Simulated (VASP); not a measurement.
# BN (P4_2/mnm) in VASP: notebook

BN is run at these levels: PBE; tasks: single point.

Program: VASP 6.6.1. These are calculated values, not measurements. Logs are shortened: lines on timing, memory, paths and dates and some standing lists are left out, and cuts for length are marked.

### 1 The cell of the first run

The structure is tetragonal, space group P4_2/mnm (No. 136). Conventional cell: a = 4.356 Å, b = 4.356 Å, c = 2.473 Å, α = 90.00°, β = 90.00°, γ = 90.00°. B (site symmetry m2m) has 4 N at 1.50 to 1.58 Å within 2.0 Å. Within 2.0 Å of N (site symmetry m2m) lie 4 B at 1.50 to 1.58 Å.

### 2 Single point, PBE

The input, INCAR:

```
ALGO = Normal ; EDIFF = 1E-7
ENCUT = 520 ; GGA = PE
ISIF = 2 ; ISMEAR = 0
LASPH = T ; LCHARG = F
LREAL = F ; LWAVE = F
NBANDS = 26 ; NELM = 100
PREC = Accurate ; SIGMA = 0.05
```

The input, KPOINTS:

```
k-points
0
Gamma
  6 6 10
```

The input, POSCAR:

```
BN
1.0
    4.3563000000      0.0000000000      0.0000000000
    0.0000000000      4.3563000000      0.0000000000
    0.0000000000      0.0000000000      2.4727000000
B N
4 4
Direct
    0.1742811368      0.8257188632      0.5000000000
    0.3257188632      0.3257188632      0.0000000000
    0.6742811368      0.6742811368      0.0000000000
    0.8257188632      0.1742811368      0.5000000000
    0.8126115048      0.8126115048      0.5000000000
    0.3126115048      0.6873884952      0.0000000000
    0.6873884952      0.3126115048      0.0000000000
    0.1873884952      0.1873884952      0.5000000000
```

Potentials or basis: VASP PAW PBE potentials, release 64 (B, N).

Launch:

```console
cat potpaw_PBE.64/B/POTCAR potpaw_PBE.64/N/POTCAR > POTCAR
mpirun -np 1 vasp_std > vasp.out
```

OUTCAR:

```text
EDIFF = 1E-7
   ENCUT = 520
   GGA = PE
   ISIF = 2
   ISMEAR = 0
   LASPH = T
   LREAL = F
   NELM = 100
   PREC = Accurate

 ion  position               nearest neighbor table
   1  0.174  0.826  0.500-   6 1.50   6 1.50   8 1.58   5 1.58   4 2.15
   2  0.326  0.326  0.000-   8 1.50   8 1.50   6 1.58   7 1.58   3 2.15
   3  0.674  0.674  0.000-   5 1.50   5 1.50   7 1.58   6 1.58   2 2.15
   4  0.826  0.174  0.500-   7 1.50   7 1.50   8 1.58   5 1.58   1 2.15
   5  0.813  0.813  0.500-   3 1.50   3 1.50   4 1.58   1 1.58
   6  0.313  0.687  0.000-   1 1.50   1 1.50   3 1.58   2 1.58
   7  0.687  0.313  0.000-   4 1.50   4 1.50   2 1.58   3 1.58
   8  0.187  0.187  0.500-   2 1.50   2 1.50   4 1.58   1 1.58

  LATTYP: Found a simple tetragonal cell.
 ALAT       =     4.3563000000
 C/A-ratio  =     0.5676147189

  Lattice vectors:

 A1 = (   4.3563000000,   0.0000000000,   0.0000000000)
 A2 = (   0.0000000000,   4.3563000000,   0.0000000000)
 A3 = (   0.0000000000,   0.0000000000,   2.4727000000)

Analysis of symmetry for initial positions (statically):
=====================================================================
 Subroutine PRICEL returns:
 Original cell was already a primitive cell.

 Routine SETGRP: Setting up the symmetry group for a
 simple tetragonal supercell.

 Subroutine GETGRP returns: Found 16 space group operations
 (whereof  8 operations were pure point group operations)
 out of a pool of 16 trial point group operations.

The static configuration has the point symmetry D_2h.
 The point group associated with its full space group is D_4h.

Analysis of symmetry for dynamics (positions and initial velocities):
=====================================================================
 Subroutine PRICEL returns:
 Original cell was already a primitive cell.

 Routine SETGRP: Setting up the symmetry group for a
 simple tetragonal supercell.

 Subroutine GETGRP returns: Found 16 space group operations
 (whereof  8 operations were pure point group operations)
 out of a pool of 16 trial point group operations.

The dynamic configuration has the point symmetry D_2h.
 The point group associated with its full space group is D_4h.

 Subroutine INISYM returns: Found 16 space group operations
 (whereof  8 operations are pure point group operations),
 and found     1 'primitive' translations

----------------------------------------------------------------------------------------

                                     Primitive cell

  volume of cell :      46.9253

  direct lattice vectors                    reciprocal lattice vectors
     4.356300000  0.000000000  0.000000000     0.229552602  0.000000000  0.000000000
     0.000000000  4.356300000  0.000000000     0.000000000  0.229552602  0.000000000
     0.000000000  0.000000000  2.472700000     0.000000000  0.000000000  0.404416225

  length of vectors
     4.356300000  4.356300000  2.472700000     0.229552602  0.229552602  0.404416225

  position of ions in fractional coordinates (direct lattice)
     0.174281137  0.825718863  0.500000000
     0.325718863  0.325718863  0.000000000
     0.674281137  0.674281137  0.000000000
     0.825718863  0.174281137  0.500000000
     0.812611505  0.812611505  0.500000000
     0.312611505  0.687388495  0.000000000
     0.687388495  0.312611505  0.000000000
     0.187388495  0.187388495  0.500000000

  ion indices of the primitive-cell ions
   primitive index   ion index
                 1           1
                 2           2
                 3           3
                 4           4
                 5           5
                 6           6
                 7           7
                 8           8

----------------------------------------------------------------------------------------

 KPOINTS: k-points

Automatic generation of k-mesh.
 Grid dimensions read from file:
 generate k-points for:    6    6   10

 Generating k-lattice:

  Cartesian coordinates                     Fractional coordinates (reciprocal lattice)
     0.038258767  0.000000000  0.000000000     0.166666667  0.000000000  0.000000000
     0.000000000  0.038258767  0.000000000     0.000000000  0.166666667  0.000000000
     0.000000000  0.000000000  0.040441623     0.000000000  0.000000000  0.100000000

  Length of vectors
     0.038258767  0.038258767  0.040441623

  Shift w.r.t. Gamma in fractional coordinates (k-lattice)
     0.000000000  0.000000000  0.000000000

 Subroutine IBZKPT returns following result:
 ===========================================

 Found     60 irreducible k-points:

 Following reciprocal coordinates:
            Coordinates               Weight
  0.000000  0.000000  0.000000      1.000000
  0.166667  0.000000  0.000000      4.000000
  0.333333  0.000000  0.000000      4.000000
  0.500000  0.000000  0.000000      2.000000
  0.166667  0.166667  0.000000      4.000000
  0.333333  0.166667  0.000000      8.000000
[... 16 lines left out ...]
  0.333333  0.000000  0.200000      8.000000
  0.500000  0.000000  0.200000      4.000000
 [... further k-points ...]
   k-points           NKPTS =     60   k-points in BZ     NKDIM =     60   number of bands    NBANDS=     26
   number of dos      NEDOS =    301   number of ions     NIONS =      8
   total plane-waves  NPLWV =  18432
   dimension x,y,z NGX =    32 NGY =   32 NGZ =   18
   dimension x,y,z NGXF=    64 NGYF=   64 NGZF=   36
   ions per type =               4   4
   NGX,Y,Z   is equivalent  to a cutoff of  12.21, 12.21, 12.10 a.u.
   NGXF,Y,Z  is equivalent  to a cutoff of  24.42, 24.42, 24.20 a.u.
 SYSTEM =  unknown system
   PREC   = accura    normal or accurate (medium, high low for compatibility)
   ISTART =      0    job   : 0-new  1-cont  2-samecut
   ICHARG =      2    charge: 1-file 2-atom 10-const
   ISPIN  =      1    spin polarized calculation?
   LNONCOLLINEAR =      F non collinear calculations
   LSORBIT =      F    spin-orbit coupling
   LASPH  =      T    aspherical Exc in radial PAW
   ENCUT  =  520.0 eV  38.22 Ry    6.18 a.u.   8.10  8.10  4.60*2*pi/ulx,y,z
   NELM   =    100;   NELMIN=  2; NELMDL= -5     # of ELM steps
   EDIFF  = 0.1E-06   stopping-criterion for ELM
   LREAL  =      F    real-space projection
   EDIFFG = 0.1E-05   stopping-criterion for IOM
   NSW    =      0    number of steps for IOM
   IBRION =     -1    ionic relax: 0-MD 1-quasi-New 2-CG
   NFREE  =      0    steps in history (QN), initial steepest desc. (CG)
   ISIF   =      2    stress and relaxation
   ISYM   =      2    0-nonsym 1-usesym 2-fastsym
   POTIM  = 0.5000    time-step for ionic-motion
   TEBEG  =    0.0;   TEEND  =   0.0 temperature during run
   PSTRESS=    0.0 pullay stress
   NELECT =      32.0000    total number of electrons
   NUPDOWN=      -1.0000    fix difference up-down
   EMIN   =  10.00;   EMAX   =-10.00  energy-range for DOS
   EFERMI =   0.00;   METHOD = LEGACY
   ISMEAR =     0;   SIGMA  =   0.05  broadening in eV -4-tet -1-fermi 0-gaus
   EFERMI_NEDOS =   21; number of points for ismear=-14 and -15
   IALGO  =     38    algorithm
   IMIX   =      4    mixing-type and parameters
     AMIX     =   0.40;   BMIX     =  1.00
     AMIX_MAG =   1.60;   BMIX_MAG =  1.00
  volume/ion in A,a.u.               =       5.87        39.58
  Fermi-wavevector in a.u.,A,eV,Ry     =   1.440973  2.723044 28.251178  2.076403
  Thomas-Fermi vector in A             =   2.559657
   LORBIT       =      0    0 simple, 1 ext, 2 COOP (PROOUT), +10 PAW based schemes
   GGA     = PE    functional components
   LHFCALC =     F    Hartree Fock is set to
   AEXX    =    0.0000 exact exchange contribution
   IVDW    =     0    specifies the selected vdW correction
   LEPSILON=     F    determine dielectric tensor
   LRPA    =     F    only Hartree local field effects (RPA)
 non-spin polarized calculation
 Gauss-broadening in eV      SIGMA  =   0.05
  energy-cutoff  :      520.00
  volume of cell :       46.93
 maximum number of plane-waves:      1296
   NGX = 17   NGY = 17   NGZ =  9

 number of electron      32.0000008 magnetization

 Free energy of the ion-electron system (eV)
  ---------------------------------------------------
  ext. energy  EPLUGINS =         0.00000000
  ---------------------------------------------------
  free energy    TOTEN  =       -68.73565926 eV

  energy without entropy =      -68.73565926  energy(sigma->0) =      -68.73565926

 E-fermi :   7.7351     XC(G=0): -12.7442

 val. band max:        7.5040254293   @ k =   0.0000   0.0000   0.0000
 cond. band min:      12.2881735987   @ k =   0.0000   0.0000   0.3000
 fundamental gap:      4.7841481694
 Fermi energy:         7.7350686598

 k-point     1 :       0.0000    0.0000    0.0000
  band No.  band energies     occupation
      1     -13.1381      2.00000
      2      -8.9579      2.00000
      3      -8.9579      2.00000
      4      -8.6807      2.00000
      5      -2.7027      2.00000
      6      -2.1702      2.00000
[... 18 lines left out ...]
     25      18.8338      0.00000
     26      21.0458      0.00000

 k-point     2 :       0.1667    0.0000    0.0000
  band No.  band energies     occupation
      1     -12.9891      2.00000
      2      -9.8350      2.00000
      3      -8.8616      2.00000
      4      -8.1506      2.00000
      5      -2.9197      2.00000
      6      -1.6972      2.00000
[... 18 lines left out ...]
     25      19.2406      0.00000
     26      20.6111      0.00000

 k-point     3 :       0.3333    0.0000    0.0000
  band No.  band energies     occupation
      1     -12.5483      2.00000
      2     -10.8984      2.00000
      3      -8.5969      2.00000
      4      -8.0118      2.00000
      5      -3.0548      2.00000
      6      -1.8610      2.00000
[... 18 lines left out ...]
     25      19.6259      0.00000
     26      20.1247      0.00000

 k-point     4 :       0.5000    0.0000    0.0000
  band No.  band energies     occupation
      1     -11.8361      2.00000
      2     -11.8361      2.00000
      3      -8.2504      2.00000
      4      -8.2504      2.00000
      5      -2.6797      2.00000
      6      -2.6797      2.00000
[... 18 lines left out ...]
     25      19.6943      0.00000
     26      19.6943      0.00000

 k-point     5 :       0.1667    0.1667    0.0000
  band No.  band energies     occupation
      1     -12.8420      2.00000
      2     -10.0087      2.00000
      3      -9.2155      2.00000
      4      -7.9753      2.00000
      5      -2.9079      2.00000
      6      -1.4269      2.00000
[... 18 lines left out ...]
     25      19.2202      0.00000
     26      20.9746      0.00000

 k-point     6 :       0.3333    0.1667    0.0000
  band No.  band energies     occupation
      1     -12.4076      2.00000
      2     -10.8229      2.00000
      3      -9.0817      2.00000
      4      -8.1583      2.00000
      5      -2.6928      2.00000
      6      -1.2688      2.00000
[... 427 lines left out ...]
 k-point    21 :       0.0000    0.0000    0.2000
  band No.  band energies     occupation
      1     -12.4674      2.00000
      2      -8.4363      2.00000
      3      -8.4363      2.00000
      4      -8.3136      2.00000
      5      -2.5496      2.00000
      6      -1.3796      2.00000
[... 18 lines left out ...]
     25      20.5908      0.00000
     26      21.7770      0.00000

 k-point    22 :       0.1667    0.0000    0.2000
  band No.  band energies     occupation
      1     -12.3223      2.00000
      2      -9.2978      2.00000
      3      -8.3516      2.00000
      4      -7.7876      2.00000
      5      -2.5585      2.00000
      6      -0.9821      2.00000
[... 18 lines left out ...]
     25      20.5325      0.00000
     26      21.3401      0.00000

 k-point    23 :       0.3333    0.0000    0.2000
  band No.  band energies     occupation
      1     -11.8935      2.00000
      2     -10.3039      2.00000
      3      -8.1224      2.00000
      4      -7.6492      2.00000
      5      -2.5157      2.00000
      6      -1.3940      2.00000
[... 18 lines left out ...]
     25      20.1202      0.00000
     26      21.3279      0.00000

 k-point    24 :       0.5000    0.0000    0.2000
  band No.  band energies     occupation
      1     -11.2038      2.00000
      2     -11.2038      2.00000
      3      -7.8328      2.00000
      4      -7.8328      2.00000
      5      -2.1426      2.00000
      6      -2.1426      2.00000
[... 18 lines left out ...]
     25      20.2865      0.00000
     26      20.2865      0.00000

 [... further k-points ...]

------------------------ aborting loop because EDIFF is reached ----------------------------------------

  FORCE on cell =-STRESS in cart. coord.  units (eV):
  Direction    XX          YY          ZZ          XY          YZ          ZX
  --------------------------------------------------------------------------------------
  -------------------------------------------------------------------------------------
  Total        5.5732832      5.5732832     10.8745390      0.0000000      0.0000000      0.0000000
  in kB      190.2894463    190.2894463    371.2910211      0.0000000      0.0000000      0.0000000
  external PRESSURE =     250.6233046 kB  Pullay stress =       0.0000000 kB

 VOLUME and BASIS-vectors are now :
 -----------------------------------------------------------------------------
  energy-cutoff  :      520.00
  volume of cell :       46.93
      direct lattice vectors                 reciprocal lattice vectors
     4.356300000  0.000000000  0.000000000     0.229552602  0.000000000  0.000000000
     0.000000000  4.356300000  0.000000000     0.000000000  0.229552602  0.000000000
     0.000000000  0.000000000  2.472700000     0.000000000  0.000000000  0.404416225

 POSITION                                       TOTAL-FORCE (eV/Angst)
 -----------------------------------------------------------------------------------
      0.75922      3.59708      1.23635        -0.093006      0.093006     -0.000000
      1.41893      1.41893      0.00000         0.093006      0.093006     -0.000000
      2.93737      2.93737      0.00000        -0.093006     -0.093006      0.000000
      3.59708      0.75922      1.23635         0.093006     -0.093006      0.000000
      3.53998      3.53998      1.23635         0.046090      0.046090     -0.000000
      1.36183      2.99447      0.00000         0.046090     -0.046090     -0.000000
      2.99447      1.36183      0.00000        -0.046090      0.046090     -0.000000
      0.81632      0.81632      1.23635        -0.046090     -0.046090     -0.000000
 -----------------------------------------------------------------------------------
    total drift:                                0.000000     -0.000000     -0.000000

  FREE ENERGIE OF THE ION-ELECTRON SYSTEM (eV)
  ---------------------------------------------------
  free  energy   TOTEN  =       -68.7356592647 eV

  energy  without entropy=      -68.7356592647  energy(sigma->0) =      -68.73565926
```

It took 22 s on 1 thread of Intel Xeon 6975P-C (Granite Rapids), shared host; peak memory 0.18 GiB.

Results:

```yaml
Free_energy: -68.7357 eV
Pressure: 25.1 GPa
Largest_force: 0.132 eV/Å
Band_gap_on_the_k_mesh: 4.78 eV (least direct gap 5.96 eV)
```

Forces on the atoms (eV/Å):
```
B   -0.093  0.093  0.000
B    0.093  0.093  0.000
B   -0.093 -0.093  0.000
B    0.093 -0.093  0.000
N    0.046  0.046  0.000
N    0.046 -0.046  0.000
N   -0.046  0.046  0.000
N   -0.046 -0.046  0.000
```

Caveat: the cell stands under pressure. A k mesh can miss the band edges.

(Continued in part 2 of 3.)
